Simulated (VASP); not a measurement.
## SiC: single point with PBE

Crystal: SiC.

```
Si C
1.0
     0.00000    2.02562    2.02562
     2.18986   -0.16424    2.18986
     2.18986    2.18986   -0.16424
Si C
1 1
Direct
  0.00000 0.00000 0.00000
  0.75000 0.75000 0.75000
```

This cell differs from its parent crystal: strain -0.1500 x Voigt [0, 0, 0, 1, 0, 0].

```
Program                : VASP 6.6.1
Task                   : single point
Functional             : PBE
Potentials or basis    : VASP PAW PBE potentials, release 64 (Si, C)
Cutoff                 : 520 eV
k mesh                 : 10 × 10 × 10
Occupations            : gaussian, width 0.05 eV
Spin                   : no spin polarisation
Dipole correction      : no
Further INCAR settings : ALGO = Normal; EDIFF = 1e-06; NBANDS = 11
```

```
Pressure               : 6.3 GPa
Largest force          : 1.229 eV/Å
Band gap on the k mesh : 0.22 eV, indirect (least direct gap 2.63 eV)
```

Forces on the atoms (eV/Å):
```
Si   1.229  0.000  0.000
C   -1.229  0.000  0.000
```

Stress tensor (GPa, compression positive):
```
 3.08  0.00  0.00
 0.00  7.90 40.62
 0.00 40.62  7.90
```

Levels at points of the mesh, in eV from the valence-band top:
| k point | band 2 | band 3 | band 4 | band 5 | band 6 | band 7 |
| --- | --- | --- | --- | --- | --- | --- |
| (0.00, 0.00, 0.00) | -0.89 | -0.72 | 0.00 | 3.78 | 5.15 | 8.61 |
| (0.50, 0.00, 0.00) | -8.84 | -1.98 | -1.88 | 3.71 | 5.46 | 6.79 |
| (0.00, 0.50, 0.00) | -9.10 | -1.28 | -0.92 | 5.11 | 7.10 | 8.34 |
| (0.50, 0.50, 0.00) | -8.22 | -3.61 | -3.60 | 0.86 | 3.81 | 11.83 |
| (0.00, 0.50, 0.50) | -8.26 | -4.74 | -2.41 | 0.22 | 4.80 | 13.47 |

Wall time 16 s on 1 thread of Intel(R) Xeon(R) Platinum 8488C (Sapphire Rapids) (shared host), peak memory 0.15 GiB.

Caveat: the cell differs from its parent crystal (strain -0.1500 x Voigt [0, 0, 0, 1, 0, 0]); forces of over 1 eV/Å act on the atoms, so gaps and moduli don't describe the material at rest. A k mesh can miss the band edges.
